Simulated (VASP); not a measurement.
# Mg2Si3N3 (Cmm2) in VASP: notebook

The runs below take Mg2Si3N3 through single point, with PBE.

Everything below comes from runs of VASP 6.6.1. Logs are shortened: lines on timing, memory, paths and dates and some standing lists are left out, and cuts for length are marked.

**1. The cell of the first run**

It takes space group Cmm2 (No. 35, orthorhombic). The conventional cell has a = 5.934 Å, b = 6.797 Å, c = 5.568 Å, α = 90.00°, β = 90.00°, γ = 90.00°. Within 3.1 Å of Mg (site symmetry m) lie 3 N at 2.09 to 2.82 Å and 3 Si at 2.50 to 3.09 Å and 2 Mg at 2.95 to 2.98 Å. Si (site symmetry m) has 3 N at 1.78 to 1.82 Å and 1 Si at 2.29 Å within 2.4 Å. Within 3.0 Å of Si (site symmetry mm2) lie 2 Si at 2.29 Å and 2 Mg at 2.50 Å and 2 N at 2.99 Å. Within 2.4 Å of N (site symmetry mm2) lie 2 Si at 1.78 Å. N (site symmetry 2) has 2 Si at 1.82 Å and 2 Mg at 2.09 Å within 2.4 Å.

**2. Single point, PBE, collinear spin, ferromagnetic start**

Contents of INCAR:

```
SYSTEM = Mg2Si3N3
ALGO = Normal
EDIFF = 1E-6
ENCUT = 600
GGA = PE
GGA_COMPAT = .FALSE.
ISIF = 2
ISMEAR = 0
ISPIN = 2
LASPH = .TRUE.
LCHARG = .FALSE.
LORBIT = 11
LREAL = .FALSE.
LWAVE = .FALSE.
MAGMOM = 0 0 0 0 0 1 1 1
NBANDS = 30
NELM = 200
PREC = Accurate
SIGMA = 0.1
```

Contents of KPOINTS:

```
k-points
0
G
  4 4 4
  0 0 0
```

Contents of POSCAR:

```
Mg2Si3N3
1.0
    2.9668040161     -3.3987123551      0.0000000000
    2.9668040161      3.3987123551      0.0000000000
    0.0000000000      0.0000000000      5.5680548275
Mg Si N
2 3 3
Direct
    0.7509988078      0.7509988078      0.6812016176
    0.2490011922      0.2490011922      0.6812016176
    0.7231645090      0.2768354910      0.2783554346
    0.0000000000      0.0000000000      0.0430399235
    0.2768354910      0.7231645090      0.2783554346
    0.5000000000      0.5000000000      0.1103728691
    0.0000000000      0.5000000000      0.4637365515
    0.5000000000      0.0000000000      0.4637365515
```

Potentials or basis: VASP PAW PBE potentials, release 64 (Mg, Si, N).

The run is started by

```bash
$ cat potpaw_PBE.64/Mg/POTCAR potpaw_PBE.64/Si/POTCAR potpaw_PBE.64/N/POTCAR > POTCAR
$ mpirun -np 1 vasp_std > vasp.out
```

OUTCAR:

```text
SYSTEM = Mg2Si3N3
   EDIFF = 1E-6
   ENCUT = 600
   GGA = PE
   ISIF = 2
   ISMEAR = 0
   ISPIN = 2
   LASPH = .TRUE.
   LORBIT = 11
   LREAL = .FALSE.
   NELM = 200
   PREC = Accurate

 ion  position               nearest neighbor table
   1  0.751  0.751  0.681-   7 2.09   8 2.09   4 2.50   2 2.95   2 2.98   5 3.09   3 3.09   3 3.28
                             5 3.28   2 3.40   2 3.40
   2  0.249  0.249  0.681-   7 2.09   8 2.09   4 2.50   1 2.95   1 2.98   3 3.09   5 3.09   5 3.28
                             3 3.28   1 3.40   1 3.40
   3  0.723  0.277  0.278-   6 1.78   7 1.82   8 1.82   4 2.29   5 2.99   5 2.99   5 3.03   1 3.09
                             2 3.09   1 3.28   2 3.28
   4  0.000  0.000  0.043-   3 2.29   5 2.29   1 2.50   2 2.50
   5  0.277  0.723  0.278-   6 1.78   7 1.82   8 1.82   4 2.29   3 2.99   3 2.99   3 3.03   1 3.09
                             2 3.09   1 3.28   2 3.28
   6  0.500  0.500  0.110-   3 1.78   5 1.78
   7  0.000  0.500  0.464-   3 1.82   5 1.82   1 2.09   2 2.09
   8  0.500  0.000  0.464-   3 1.82   5 1.82   1 2.09   2 2.09

  LATTYP: Found a base centered orthorhombic cell.
 ALAT       =     5.9336080322
 B/A-ratio  =     1.1455803405
 C/A-ratio  =     0.9383927616

  Lattice vectors:

 A1 = (   2.9668040161,  -3.3987123551,   0.0000000000)
 A2 = (   2.9668040161,   3.3987123551,   0.0000000000)
 A3 = (   0.0000000000,   0.0000000000,   5.5680548275)

Analysis of symmetry for initial positions (statically):
=====================================================================
 Subroutine PRICEL returns:
 Original cell was already a primitive cell.

 Routine SETGRP: Setting up the symmetry group for a
 base centered orthorhombic supercell.

 Subroutine GETGRP returns: Found  4 space group operations
 (whereof  4 operations were pure point group operations)
 out of a pool of  8 trial point group operations.

The static configuration has the point symmetry C_2v.

Analysis of symmetry for dynamics (positions and initial velocities):
=====================================================================
 Subroutine PRICEL returns:
 Original cell was already a primitive cell.

 Routine SETGRP: Setting up the symmetry group for a
 base centered orthorhombic supercell.

 Subroutine GETGRP returns: Found  4 space group operations
 (whereof  4 operations were pure point group operations)
 out of a pool of  8 trial point group operations.

The dynamic configuration has the point symmetry C_2v.

Analysis of structural, dynamic, and magnetic symmetry:
=====================================================================
 Subroutine PRICEL returns:
 Original cell was already a primitive cell.

 Routine SETGRP: Setting up the symmetry group for a
 base centered orthorhombic supercell.

 Subroutine GETGRP returns: Found  4 space group operations
 (whereof  4 operations were pure point group operations)
 out of a pool of  8 trial point group operations.

The overall configuration has the point symmetry C_2v.

 Subroutine INISYM returns: Found  4 space group operations
 (whereof  4 operations are pure point group operations),
 and found     1 'primitive' translations

----------------------------------------------------------------------------------------

                                     Primitive cell

  volume of cell :     112.2889

  direct lattice vectors                    reciprocal lattice vectors
     2.966804016 -3.398712355  0.000000000     0.168531523 -0.147114539  0.000000000
     2.966804016  3.398712355  0.000000000     0.168531523  0.147114539  0.000000000
     0.000000000  0.000000000  5.568054828     0.000000000  0.000000000  0.179595933

  length of vectors
     4.511448963  4.511448963  5.568054828     0.223708654  0.223708654  0.179595933

  position of ions in fractional coordinates (direct lattice)
     0.750998808  0.750998808  0.681201618
     0.249001192  0.249001192  0.681201618
[... 65 lines left out ...]
 -0.250000  0.250000  0.500000      2.000000
  0.500000  0.500000  0.500000      1.000000
   k-points           NKPTS =     21   k-points in BZ     NKDIM =     21   number of bands    NBANDS=     30
   number of dos      NEDOS =    301   number of ions     NIONS =      8
   total plane-waves  NPLWV =  62208
   dimension x,y,z NGX =    36 NGY =   36 NGZ =   48
   dimension x,y,z NGXF=    72 NGYF=   72 NGZF=   96
   ions per type =               2   3   3
   NGX,Y,Z   is equivalent  to a cutoff of  13.27, 13.27, 14.33 a.u.
   NGXF,Y,Z  is equivalent  to a cutoff of  26.53, 26.53, 28.66 a.u.
 SYSTEM =  Mg2Si3N3
   PREC   = accura    normal or accurate (medium, high low for compatibility)
   ISTART =      0    job   : 0-new  1-cont  2-samecut
   ICHARG =      2    charge: 1-file 2-atom 10-const
   ISPIN  =      2    spin polarized calculation?
   LNONCOLLINEAR =      F non collinear calculations
   LSORBIT =      F    spin-orbit coupling
   LASPH  =      T    aspherical Exc in radial PAW
   ENCUT  =  600.0 eV  44.10 Ry    6.64 a.u.   9.01  9.01 11.12*2*pi/ulx,y,z
   NELM   =    200;   NELMIN=  2; NELMDL= -5     # of ELM steps
   EDIFF  = 0.1E-05   stopping-criterion for ELM
   LREAL  =      F    real-space projection
   EDIFFG = 0.1E-04   stopping-criterion for IOM
   NSW    =      0    number of steps for IOM
   IBRION =     -1    ionic relax: 0-MD 1-quasi-New 2-CG
   NFREE  =      0    steps in history (QN), initial steepest desc. (CG)
   ISIF   =      2    stress and relaxation
   ISYM   =      2    0-nonsym 1-usesym 2-fastsym
   POTIM  = 0.5000    time-step for ionic-motion
   TEBEG  =    0.0;   TEEND  =   0.0 temperature during run
   PSTRESS=    0.0 pullay stress
   NELECT =      31.0000    total number of electrons
   NUPDOWN=      -1.0000    fix difference up-down
   EMIN   =  10.00;   EMAX   =-10.00  energy-range for DOS
   EFERMI =   0.00;   METHOD = LEGACY
   ISMEAR =     0;   SIGMA  =   0.10  broadening in eV -4-tet -1-fermi 0-gaus
   EFERMI_NEDOS =   21; number of points for ismear=-14 and -15
   IALGO  =     38    algorithm
   IMIX   =      4    mixing-type and parameters
     AMIX     =   0.40;   BMIX     =  1.00
     AMIX_MAG =   1.60;   BMIX_MAG =  1.00
  volume/ion in A,a.u.               =      14.04        94.72
  Fermi-wavevector in a.u.,A,eV,Ry     =   1.065982  2.014414 15.460535  1.136317
  Thomas-Fermi vector in A             =   2.201551
   LORBIT       =     11    0 simple, 1 ext, 2 COOP (PROOUT), +10 PAW based schemes
   GGA     = PE    functional components
   LHFCALC =     F    Hartree Fock is set to
   AEXX    =    0.0000 exact exchange contribution
   IVDW    =     0    specifies the selected vdW correction
   LEPSILON=     F    determine dielectric tensor
   LRPA    =     F    only Hartree local field effects (RPA)
 spin polarized calculation
 Gauss-broadening in eV      SIGMA  =   0.10
  energy-cutoff  :      600.00
  volume of cell :      112.29
 maximum number of plane-waves:      3776
   NGX = 19   NGY = 19   NGZ = 23

 number of electron      31.0000002 magnetization       0.0100803

 Free energy of the ion-electron system (eV)
  ---------------------------------------------------
  ext. energy  EPLUGINS =         0.00000000
  ---------------------------------------------------
  free energy    TOTEN  =       -47.33445646 eV

  energy without entropy =      -47.32034956  energy(sigma->0) =      -47.32740301

 E-fermi :   6.0628     XC(G=0):  -9.8727

 val. band max:        6.0561598684   @ k =   0.5000   0.2500   0.0000
 cond. band min:       6.0639777005   @ k =   0.5000   0.2500   0.0000
 fundamental gap:      0.0078178321
 Fermi energy:         6.0627763842

 spin component 1

 k-point     1 :       0.0000    0.0000    0.0000
  band No.  band energies     occupation
      1     -11.3823      1.00000
      2      -9.1909      1.00000
      3      -9.0372      1.00000
      4      -3.4455      1.00000
      5      -2.6723      1.00000
      6      -0.9044      1.00000
[... 619 lines left out ...]
     26      13.3588      0.00000
     27      13.5505      0.00000
 Fermi energy:         6.0627763842

 spin component 2

 k-point     1 :       0.0000    0.0000    0.0000
  band No.  band energies     occupation
      1     -11.3813      1.00000
      2      -9.1907      1.00000
      3      -9.0344      1.00000
      4      -3.4452      1.00000
      5      -2.6690      1.00000
      6      -0.9030      1.00000
[... 619 lines left out ...]
     26      13.3603      0.00000
     27      13.5527      0.00000
 [bands above 27 left out]

------------------------ aborting loop because EDIFF is reached ----------------------------------------

  FORCE on cell =-STRESS in cart. coord.  units (eV):
  Direction    XX          YY          ZZ          XY          YZ          ZX
  --------------------------------------------------------------------------------------
  -------------------------------------------------------------------------------------
  Total       -0.2648202     -0.1129864     -0.0202222      0.0000000      0.0000000      0.0000000
  in kB       -3.7785479     -1.6121298     -0.2885371      0.0000000      0.0000000      0.0000000
  external PRESSURE =      -1.8930716 kB  Pullay stress =       0.0000000 kB

 VOLUME and BASIS-vectors are now :
 -----------------------------------------------------------------------------
  energy-cutoff  :      600.00
  volume of cell :      112.29
      direct lattice vectors                 reciprocal lattice vectors
     2.966804016 -3.398712355  0.000000000     0.168531523 -0.147114539  0.000000000
     2.966804016  3.398712355  0.000000000     0.168531523  0.147114539  0.000000000
     0.000000000  0.000000000  5.568054828     0.000000000  0.000000000  0.179595933

 POSITION                                       TOTAL-FORCE (eV/Angst)
 -----------------------------------------------------------------------------------
      4.45613      0.00000      3.79297         0.009121     -0.000000     -0.028924
      1.47748      0.00000      3.79297        -0.009121     -0.000000     -0.028924
      2.96680     -1.51694      1.54990         0.000000      0.005226      0.023258
      0.00000      0.00000      0.23965         0.000000     -0.000000      0.022050
      2.96680      1.51694      1.54990         0.000000     -0.005226      0.023258
      2.96680      0.00000      0.61456         0.000000     -0.000000      0.024121
      1.48340      1.69936      2.58211         0.000000      0.000000     -0.017420
      1.48340     -1.69936      2.58211         0.000000     -0.000000     -0.017420
 -----------------------------------------------------------------------------------
    total drift:                                0.000000     -0.000000      0.000301

  FREE ENERGIE OF THE ION-ELECTRON SYSTEM (eV)
  ---------------------------------------------------
  free  energy   TOTEN  =       -47.3344564610 eV

  energy  without entropy=      -47.3203495632  energy(sigma->0) =      -47.32740301

 total charge

# of ion       s       p       d       tot
------------------------------------------
    1        0.194   0.163   0.042   0.398
    2        0.194   0.163   0.042   0.398
    3        0.691   0.908   0.000   1.599
    4        0.787   0.978   0.000   1.765
    5        0.691   0.908   0.000   1.599
    6        1.263   2.428   0.000   3.691
    7        1.233   2.555   0.000   3.787
    8        1.233   2.555   0.000   3.787
--------------------------------------------------
tot          6.285  10.656   0.083  17.025

 magnetization (x)

# of ion       s       p       d       tot
------------------------------------------
    1        0.000   0.000   0.000   0.000
    2        0.000   0.000   0.000   0.000
    3       -0.000   0.000   0.000  -0.000
    4        0.000   0.002   0.000   0.002
    5       -0.000   0.000   0.000  -0.000
    6        0.000   0.002   0.000   0.002
    7        0.000   0.000   0.000   0.000
    8        0.000   0.000   0.000   0.000
--------------------------------------------------
tot          0.001   0.004   0.000   0.005
```

Wall time 2.1 min (1 thread of Intel Xeon 6975P-C (Granite Rapids), shared host); peak memory 0.35 GiB.

Results:

| Quantity | Value |
| --- | --- |
| Free energy | -47.3345 eV |
| Pressure | -0.2 GPa |
| Largest force | 0.030 eV/Å |
| Net moment | 0.01 μB per cell |
| Valence electrons inside the program's atomic spheres | Mg 0.40; Si 1.60, 1.76 (each value once); N 3.69, 3.79 (each value once) |

Forces in eV/Å, atoms in the order of the input:
```
Mg   0.009  0.000 -0.029
Mg  -0.009  0.000 -0.029
Si   0.000  0.005  0.023
Si   0.000  0.000  0.022
Si   0.000 -0.005  0.023
N    0.000  0.000  0.024
N    0.000  0.000 -0.017
N    0.000  0.000 -0.017
```

Stress tensor (GPa, compression positive):
```
-0.38  0.00  0.00
 0.00 -0.16  0.00
 0.00  0.00 -0.03
```

**3. Single point, PBE, collinear spin, ferromagnetic start**

Contents of INCAR:

```
PREC = Accurate ; ENCUT = 600
EDIFF = 1E-6 ; ISMEAR = 0
SIGMA = 0.1 ; LREAL = F
LASPH = T ; NELM = 200
ALGO = Normal ; ISIF = 2
LWAVE = F ; LCHARG = F
ISPIN = 2 ; MAGMOM = 0 0 0 0 0 1 1 1
LORBIT = 11 ; GGA = PE
NBANDS = 30 ; GGA_COMPAT = F
```

Contents of KPOINTS:

```
Automatic mesh
0
Gamma
  4 4 4
```

POSCAR is that of step 2.

Potentials or basis: VASP PAW PBE potentials, release 64 (Mg, Si, N).

The run is started by

```bash
$ cat potpaw_PBE.64/Mg/POTCAR potpaw_PBE.64/Si/POTCAR potpaw_PBE.64/N/POTCAR > POTCAR
$ mpirun -np 1 vasp_std > vasp.out
```

It took 2.2 min on 1 thread of Intel Xeon 6975P-C (Granite Rapids), shared host; peak memory 0.36 GiB.

It converged, with:

| Quantity | Value |
| --- | --- |
| Free energy | -47.3345 eV |
| Pressure | -0.2 GPa |
| Largest force | 0.030 eV/Å |
| Net moment | 0.01 μB per cell |
| Valence electrons inside the program's atomic spheres | Mg 0.40; Si 1.60, 1.76 (each value once); N 3.69, 3.79 (each value once) |

Forces in eV/Å, atoms in the order of the input:
```
Mg   0.009  0.000 -0.029
Mg  -0.009  0.000 -0.029
Si   0.000  0.005  0.023
Si   0.000  0.000  0.022
Si   0.000 -0.005  0.023
N    0.000  0.000  0.024
N    0.000  0.000 -0.017
N    0.000  0.000 -0.017
```

Stress tensor (GPa, compression positive):
```
-0.38  0.00  0.00
 0.00 -0.16  0.00
 0.00  0.00 -0.03
```

Levels at points of the mesh, in eV from the Fermi level:
Spin up:
```
           k point  band 12  band 13  band 14  band 15  band 16  band 17  band 18  band 19
(0.00, 0.00, 0.00)    -3.93    -2.85    -1.71    -1.67    -0.39     0.81     0.99     1.37
(0.50, 0.00, 0.00)    -4.00    -2.75    -2.61    -1.80    -0.53     1.03     2.84     2.93
(0.50, 0.50, 0.00)    -3.82    -2.96    -2.79    -2.64     0.52     1.46     2.81     3.13
(0.00, 0.00, 0.50)    -4.09    -3.48    -3.24    -1.93     0.93     1.06     1.64     2.52
(0.50, 0.00, 0.50)    -3.43    -2.66    -2.57    -1.77    -0.33     1.16     2.67     3.43
(0.50, 0.50, 0.50)    -2.91    -2.78    -2.02    -1.47     0.53     0.93     1.02     3.31
```
Spin down:
| k point | band 12 | band 13 | band 14 | band 15 | band 16 | band 17 | band 18 | band 19 |
| --- | --- | --- | --- | --- | --- | --- | --- | --- |
| (0.00, 0.00, 0.00) | -3.92 | -2.85 | -1.71 | -1.66 | -0.39 | 0.81 | 1.00 | 1.37 |
| (0.50, 0.00, 0.00) | -4.00 | -2.75 | -2.61 | -1.80 | -0.52 | 1.03 | 2.84 | 2.93 |
| (0.50, 0.50, 0.00) | -3.81 | -2.96 | -2.79 | -2.64 | 0.53 | 1.46 | 2.81 | 3.13 |
| (0.00, 0.00, 0.50) | -4.09 | -3.47 | -3.23 | -1.93 | 0.94 | 1.06 | 1.64 | 2.52 |
| (0.50, 0.00, 0.50) | -3.43 | -2.66 | -2.57 | -1.77 | -0.32 | 1.16 | 2.67 | 3.43 |
| (0.50, 0.50, 0.50) | -2.90 | -2.78 | -2.02 | -1.47 | 0.54 | 0.93 | 1.02 | 3.31 |
